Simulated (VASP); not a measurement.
Write the native input for VASP 6.6.1 that does the following.

| Property | Result |
| --- | --- |
| Task | single point |
| Functional | PBEsol |
| Potentials or basis | VASP PAW PBE potentials, release 64 (Ti_sv, Al) |
| Cutoff | 520 eV |
| k mesh | 14 × 14 × 5 |
| Occupations | gaussian, width 0.15 eV |
| Spin | no spin polarisation |
| Dipole correction | no |
| Further INCAR settings | ALGO = Fast; EDIFF = 1e-06; NBANDS = 32 |

The structure of TiAl lies in POSCAR:

```
TiAl
1.0
    0.0000000000     -3.1560751060      0.0000000000
    0.0000000000      0.0000000000     -3.1560751060
    9.4682253181      0.0000000000     -0.2630062588
Ti Al
3 3
Direct
    0.0000000000     -0.0625000000      0.7500000000
    0.0000000000     -0.0069444444      0.0833333333
    0.0000000000     -0.0347222222      0.4166666667
    0.5000000000      0.4236111111      0.9166666667
    0.5000000000      0.4791666667      0.2500000000
    0.5000000000      0.4513888889      0.5833333333
```

The input as run:

INCAR

```
ALGO     = Fast           # electronic algorithm
EDIFF    = 1E-6           # SCF threshold, eV
ENCUT    = 520            # plane-wave cutoff, eV
GGA      = PS             # functional
ISIF     = 2              # what is computed and relaxed
ISMEAR   = 0              # smearing method
LASPH    = True           # aspherical terms in the spheres
LCHARG   = True           # write CHGCAR
LELF     = True           # ELF
LREAL    = False          # projectors in reciprocal space
LVHAR    = True         
LWAVE    = False          # write WAVECAR
NBANDS   = 32             # bands
NELM     = 100            # most SCF steps
PREC     = Accurate       # precision mode
SIGMA    = 0.15           # smearing width, eV
```

KPOINTS

```
k-points
0
Gamma
  14 14 5
```

Potentials or basis: VASP PAW PBE potentials, release 64 (Ti_sv, Al).

Run with:

```bash
$ cat potpaw_PBE.64/Ti_sv/POTCAR potpaw_PBE.64/Al/POTCAR > POTCAR
$ mpirun -np 1 vasp_std > vasp.out
```

It gave:

| Item | Value |
| --- | --- |
| Pressure | 0.6 GPa |
| Largest force | 0.924 eV/Å |
| Band gap on the k mesh | zero (an odd number of electrons rules out a gap without spin polarisation) |

Caveat: the PAW data sets were made with another functional, which shifts forces and pressure a little.

Run time: 24 min on 1 thread of AMD EPYC 9R45 (Zen 5), on a shared host, peak memory 0.67 GiB.
